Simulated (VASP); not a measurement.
# Ge in VASP: notebook

Runs on Ge. Level: r2SCAN. Tasks: single point, relaxation of cell and atoms, relaxation of the atoms.

Program: VASP 6.6.1. These are calculated values, not measurements. Logs are shortened: lines on timing, memory, paths and dates and some standing lists are left out, and cuts for length are marked.

### Step 1. The cell of the first run

It takes space group R-3m (No. 166, trigonal). Conventional cell: a = 4.003 Å, b = 4.003 Å, c = 9.879 Å, α = 90.00°, β = 90.00°, γ = 120.00°. Ge (site symmetry 3m) has 4 Ge at 2.46 Å within 3.2 Å.

### Step 2. Single point, r2SCAN

Input file POSCAR:

```
Ge
1.0
    0.0141875234      2.8445984494      2.8445984494
    2.8445984494      0.0141875234      2.8445984494
    2.8445984494      2.8445984494      0.0141875234
Ge
2
Direct
    0.0002972309      0.0002972309      0.0002972309
    0.2497027691      0.2497027691      0.2497027691
```

Input file INCAR.step1:

```
ALGO = Normal ; EDIFF = 1E-4
ENCUT = 520 ; GGA = PE
ISMEAR = 0 ; LASPH = T
LCHARG = F ; LREAL = F
LWAVE = T ; NBANDS = 21
NELM = 80 ; PREC = Accurate
SIGMA = 0.01
```

Input file INCAR.step2:

```
ALGO = Normal ; EDIFF = 1E-6
ENCUT = 520 ; ISIF = 2
ISMEAR = 0 ; ISTART = 1
LASPH = T ; LCHARG = F
LMIXTAU = T ; LREAL = F
LWAVE = F ; METAGGA = R2SCAN
NBANDS = 21 ; NELM = 80
PREC = Accurate ; SIGMA = 0.01
```

Input file KPOINTS:

```
k-points
0
Gamma
  12 12 12
```

Potentials or basis: VASP PAW PBE potentials, release 64 (Ge_d).

Command:

```
$ cat potpaw_PBE.64/Ge_d/POTCAR > POTCAR
$ cp INCAR.step1 INCAR
$ mpirun -np 1 vasp_std > vasp.out
$ cp INCAR.step2 INCAR
$ mpirun -np 1 vasp_std > vasp.out
```

OUTCAR:

```text
EDIFF = 1E-6
   ENCUT = 520
   ISIF = 2
   ISMEAR = 0
   ISTART = 1
   LASPH = T
   LREAL = F
   METAGGA = R2SCAN
   NELM = 80
   PREC = Accurate

 ion  position               nearest neighbor table
   1  0.000  0.000  0.000-   2 2.46   2 2.46   2 2.46   2 2.46
   2  0.250  0.250  0.250-   1 2.46   1 2.46   1 2.46   1 2.46

  LATTYP: Found a trigonal (rhomboedric) cell.
 ALAT       =     4.0228947243
 COS(alpha) =     0.5049812503

  Lattice vectors:

 A1 = (   0.0141875234,   2.8445984494,   2.8445984494)
 A2 = (   2.8445984494,   0.0141875234,   2.8445984494)
 A3 = (   2.8445984494,   2.8445984494,   0.0141875234)

Analysis of symmetry for initial positions (statically):
=====================================================================
 Subroutine PRICEL returns:
 Original cell was already a primitive cell.

 Routine SETGRP: Setting up the symmetry group for a
 trigonal (rhombohedral) supercell.

 Subroutine GETGRP returns: Found 12 space group operations
 (whereof  6 operations were pure point group operations)
 out of a pool of 12 trial point group operations.

The static configuration has the point symmetry C_3v.
 The point group associated with its full space group is D_3d.

Analysis of symmetry for dynamics (positions and initial velocities):
=====================================================================
 Subroutine PRICEL returns:
 Original cell was already a primitive cell.

 Routine SETGRP: Setting up the symmetry group for a
 trigonal (rhombohedral) supercell.

 Subroutine GETGRP returns: Found 12 space group operations
 (whereof  6 operations were pure point group operations)
 out of a pool of 12 trial point group operations.

The dynamic configuration has the point symmetry C_3v.
 The point group associated with its full space group is D_3d.

 Subroutine INISYM returns: Found 12 space group operations
 (whereof  6 operations are pure point group operations),
 and found     1 'primitive' translations

----------------------------------------------------------------------------------------

                                     Primitive cell

  volume of cell :      45.6911

  direct lattice vectors                    reciprocal lattice vectors
     0.014187523  2.844598449  2.844598449    -0.177092229  0.176213360  0.176213360
     2.844598449  0.014187523  2.844598449     0.176213360 -0.177092229  0.176213360
     2.844598449  2.844598449  0.014187523     0.176213360  0.176213360 -0.177092229

  length of vectors
     4.022894724  4.022894724  4.022894724     0.305718750  0.305718750  0.305718750

  position of ions in fractional coordinates (direct lattice)
     0.000297231  0.000297231  0.000297231
     0.249702769  0.249702769  0.249702769

  ion indices of the primitive-cell ions
   primitive index   ion index
                 1           1
                 2           2

----------------------------------------------------------------------------------------

 KPOINTS: k-points

Automatic generation of k-mesh.
 Grid dimensions read from file:
 generate k-points for:   12   12   12

 Generating k-lattice:

  Cartesian coordinates                     Fractional coordinates (reciprocal lattice)
    -0.014757686  0.014684447  0.014684447     0.083333333 -0.000000000 -0.000000000
     0.014684447 -0.014757686  0.014684447    -0.000000000  0.083333333 -0.000000000
     0.014684447  0.014684447 -0.014757686    -0.000000000 -0.000000000  0.083333333

  Length of vectors
     0.025476562  0.025476562  0.025476562

  Shift w.r.t. Gamma in fractional coordinates (k-lattice)
     0.000000000  0.000000000  0.000000000

 Subroutine IBZKPT returns following result:
 ===========================================

 Found    189 irreducible k-points:

 Following reciprocal coordinates:
            Coordinates               Weight
  0.000000  0.000000  0.000000      1.000000
  0.083333 -0.000000 -0.000000      6.000000
  0.166667  0.000000 -0.000000      6.000000
  0.250000 -0.000000  0.000000      6.000000
  0.333333  0.000000  0.000000      6.000000
  0.416667  0.000000  0.000000      6.000000
[... 16 lines left out ...]
  0.500000  0.166667 -0.000000     12.000000
 -0.416667  0.166667 -0.000000     12.000000
 [... further k-points ...]
   k-points           NKPTS =    189   k-points in BZ     NKDIM =    189   number of bands    NBANDS=     21
   number of dos      NEDOS =    301   number of ions     NIONS =      2
   total plane-waves  NPLWV =  27000
   dimension x,y,z NGX =    30 NGY =   30 NGZ =   30
   dimension x,y,z NGXF=    60 NGYF=   60 NGZF=   60
   ions per type =               2
   NGX,Y,Z   is equivalent  to a cutoff of  12.40, 12.40, 12.40 a.u.
   NGXF,Y,Z  is equivalent  to a cutoff of  24.79, 24.79, 24.79 a.u.
 SYSTEM =  unknown system
   PREC   = accura    normal or accurate (medium, high low for compatibility)
   ISTART =      1    job   : 0-new  1-cont  2-samecut
   ICHARG =      0    charge: 1-file 2-atom 10-const
   ISPIN  =      1    spin polarized calculation?
   LNONCOLLINEAR =      F non collinear calculations
   LSORBIT =      F    spin-orbit coupling
   LASPH  =      T    aspherical Exc in radial PAW
   ENCUT  =  520.0 eV  38.22 Ry    6.18 a.u.   7.48  7.48  7.48*2*pi/ulx,y,z
   NELM   =     80;   NELMIN=  2; NELMDL=  0     # of ELM steps
   EDIFF  = 0.1E-05   stopping-criterion for ELM
   LREAL  =      F    real-space projection
   EDIFFG = 0.1E-04   stopping-criterion for IOM
   NSW    =      0    number of steps for IOM
   IBRION =     -1    ionic relax: 0-MD 1-quasi-New 2-CG
   NFREE  =      0    steps in history (QN), initial steepest desc. (CG)
   ISIF   =      2    stress and relaxation
   ISYM   =      2    0-nonsym 1-usesym 2-fastsym
   POTIM  = 0.5000    time-step for ionic-motion
   TEBEG  =    0.0;   TEEND  =   0.0 temperature during run
   PSTRESS=    0.0 pullay stress
   NELECT =      28.0000    total number of electrons
   NUPDOWN=      -1.0000    fix difference up-down
   EMIN   =  10.00;   EMAX   =-10.00  energy-range for DOS
   EFERMI =   0.00;   METHOD = LEGACY
   ISMEAR =     0;   SIGMA  =   0.01  broadening in eV -4-tet -1-fermi 0-gaus
   EFERMI_NEDOS =   21; number of points for ismear=-14 and -15
   IALGO  =     38    algorithm
   IMIX   =      4    mixing-type and parameters
     AMIX     =   0.40;   BMIX     =  1.00
     AMIX_MAG =   1.60;   BMIX_MAG =  1.00
  volume/ion in A,a.u.               =      22.85       154.17
  Fermi-wavevector in a.u.,A,eV,Ry     =   1.390540  2.627740 26.308263  1.933603
  Thomas-Fermi vector in A             =   2.514466
   LORBIT       =      0    0 simple, 1 ext, 2 COOP (PROOUT), +10 PAW based schemes
   METAGGA = R2SCAN    functional components
   LHFCALC =     F    Hartree Fock is set to
   AEXX    =    0.0000 exact exchange contribution
   IVDW    =     0    specifies the selected vdW correction
   LEPSILON=     F    determine dielectric tensor
   LRPA    =     F    only Hartree local field effects (RPA)
 non-spin polarized calculation
 Gauss-broadening in eV      SIGMA  =   0.01
  energy-cutoff  :      520.00
  volume of cell :       45.69
 maximum number of plane-waves:      1250
 NGX is ok and might be reduce to    30
   NGX = 15   NGY = 15   NGZ = 15

 number of electron      28.0000014 magnetization

 Free energy of the ion-electron system (eV)
  ---------------------------------------------------
  ext. energy  EPLUGINS =         0.00000000
  ---------------------------------------------------
  free energy    TOTEN  =       -27.74368461 eV

  energy without entropy =      -27.74368461  energy(sigma->0) =      -27.74368461

 E-fermi :   4.7793     XC(G=0): -10.7722

 val. band max:        4.7327995958   @ k =   0.0000   0.0000   0.0000
 cond. band min:       5.0244299398   @ k =   0.0000   0.0000   0.0000
 fundamental gap:      0.2916303440
 Fermi energy:         4.7793146558

 k-point     1 :       0.0000    0.0000    0.0000
  band No.  band energies     occupation
      1     -20.7718      2.00000
      2     -20.7718      2.00000
      3     -20.7659      2.00000
      4     -20.7312      2.00000
      5     -20.7312      2.00000
      6     -20.5230      2.00000
[... 13 lines left out ...]
     20      14.6253      0.00000
     21      14.6254      0.00000

 k-point     2 :       0.0833   -0.0000   -0.0000
  band No.  band energies     occupation
      1     -20.7759      2.00000
      2     -20.7724      2.00000
      3     -20.7687      2.00000
      4     -20.7253      2.00000
      5     -20.7250      2.00000
      6     -20.5273      2.00000
[... 13 lines left out ...]
     20      14.0692      0.00000
     21      14.0911      0.00000

 k-point     3 :       0.1667    0.0000   -0.0000
  band No.  band energies     occupation
      1     -20.7833      2.00000
      2     -20.7795      2.00000
      3     -20.7664      2.00000
      4     -20.7133      2.00000
      5     -20.7129      2.00000
      6     -20.5355      2.00000
[... 13 lines left out ...]
     20      13.4921      0.00000
     21      13.5421      0.00000

 k-point     4 :       0.2500   -0.0000    0.0000
  band No.  band energies     occupation
      1     -20.7894      2.00000
      2     -20.7860      2.00000
      3     -20.7618      2.00000
      4     -20.7017      2.00000
      5     -20.7014      2.00000
      6     -20.5427      2.00000
[... 13 lines left out ...]
     20      13.4616      0.00000
     21      13.5440      0.00000

 k-point     5 :       0.3333    0.0000    0.0000
  band No.  band energies     occupation
      1     -20.7931      2.00000
      2     -20.7901      2.00000
      3     -20.7570      2.00000
      4     -20.6939      2.00000
      5     -20.6927      2.00000
      6     -20.5474      2.00000
[... 13 lines left out ...]
     20      14.1197      0.00000
     21      14.2318      0.00000
[... 382 lines left out ...]
     20      15.0484      0.00000
     21      15.4928      0.00000

 k-point    22 :       0.4167    0.1667    0.0000
  band No.  band energies     occupation
      1     -20.8081      2.00000
      2     -20.7931      2.00000
      3     -20.7461      2.00000
      4     -20.6834      2.00000
      5     -20.6615      2.00000
      6     -20.5969      2.00000
[... 13 lines left out ...]
     20      15.4649      0.00000
     21      16.4303      0.00000

 k-point    23 :       0.5000    0.1667   -0.0000
  band No.  band energies     occupation
      1     -20.8119      2.00000
      2     -20.7968      2.00000
      3     -20.7351      2.00000
      4     -20.6744      2.00000
      5     -20.6649      2.00000
      6     -20.5897      2.00000
[... 13 lines left out ...]
     20      16.3332      0.00000
     21      16.5677      0.00000

 k-point    24 :      -0.4167    0.1667   -0.0000
  band No.  band energies     occupation
      1     -20.8119      2.00000
      2     -20.7994      2.00000
      3     -20.7295      2.00000
      4     -20.6743      2.00000
      5     -20.6675      2.00000
      6     -20.5757      2.00000
[... 13 lines left out ...]
     20      14.8875      0.00000
     21      15.7153      0.00000

 [... further k-points ...]

------------------------ aborting loop because EDIFF is reached ----------------------------------------

  FORCE on cell =-STRESS in cart. coord.  units (eV):
  Direction    XX          YY          ZZ          XY          YZ          ZX
  --------------------------------------------------------------------------------------
  -------------------------------------------------------------------------------------
  Total        0.0166176      0.0166176      0.0166176     -0.0951093     -0.0951093     -0.0951093
  in kB        0.5827040      0.5827040      0.5827040     -3.3350463     -3.3350463     -3.3350463
  external PRESSURE =       0.5827040 kB  Pullay stress =       0.0000000 kB

 VOLUME and BASIS-vectors are now :
 -----------------------------------------------------------------------------
  energy-cutoff  :      520.00
  volume of cell :       45.69
      direct lattice vectors                 reciprocal lattice vectors
     0.014187523  2.844598449  2.844598449    -0.177092229  0.176213360  0.176213360
     2.844598449  0.014187523  2.844598449     0.176213360 -0.177092229  0.176213360
     2.844598449  2.844598449  0.014187523     0.176213360  0.176213360 -0.177092229

 POSITION                                       TOTAL-FORCE (eV/Angst)
 -----------------------------------------------------------------------------------
      0.00170      0.00170      0.00170         0.001605      0.001605      0.001605
      1.42415      1.42415      1.42415        -0.001605     -0.001605     -0.001605
 -----------------------------------------------------------------------------------
    total drift:                                0.000000      0.000000      0.000000

  FREE ENERGIE OF THE ION-ELECTRON SYSTEM (eV)
  ---------------------------------------------------
  free  energy   TOTEN  =       -27.7436846142 eV

  energy  without entropy=      -27.7436846142  energy(sigma->0) =      -27.74368461
```

Wall time 5.2 min (1 thread of AMD EPYC 9R45 (Zen 5), shared host); peak memory 0.24 GiB.

What came out:

```yaml
Free_energy: -27.7437 eV
Pressure: 0.1 GPa
Band_gap_on_the_k_mesh: 0.29 eV
```

Forces on the atoms (eV/Å):
```
Ge   0.002  0.002  0.002
Ge  -0.002 -0.002 -0.002
```

Levels at points of the mesh, in eV from the valence-band top:
| k point | band 10 | band 11 | band 12 | band 13 | band 14 | band 15 | band 16 | band 17 | band 18 | band 19 |
| --- | --- | --- | --- | --- | --- | --- | --- | --- | --- | --- |
| (0.00, 0.00, 0.00) | -25.23 | -13.25 | -0.06 | 0.00 | 0.00 | 0.29 | 2.64 | 2.71 | 2.71 | 7.02 |
| (0.50, 0.00, 0.00) | -25.21 | -11.07 | -7.84 | -1.52 | -1.49 | 0.36 | 3.95 | 3.98 | 7.61 | 11.12 |
| (0.50, 0.50, 0.00) | -25.19 | -9.22 | -9.19 | -3.24 | -3.18 | 0.92 | 1.00 | 9.99 | 10.02 | 12.23 |
| (0.50, 0.50, 0.50) | -25.21 | -11.12 | -7.85 | -1.45 | -1.45 | 0.47 | 4.00 | 4.00 | 7.68 | 11.09 |

Caveat: the PAW data sets were made with another functional, which shifts forces and pressure a little. A k mesh can miss the band edges.

(Continued in part 2 of 2.)
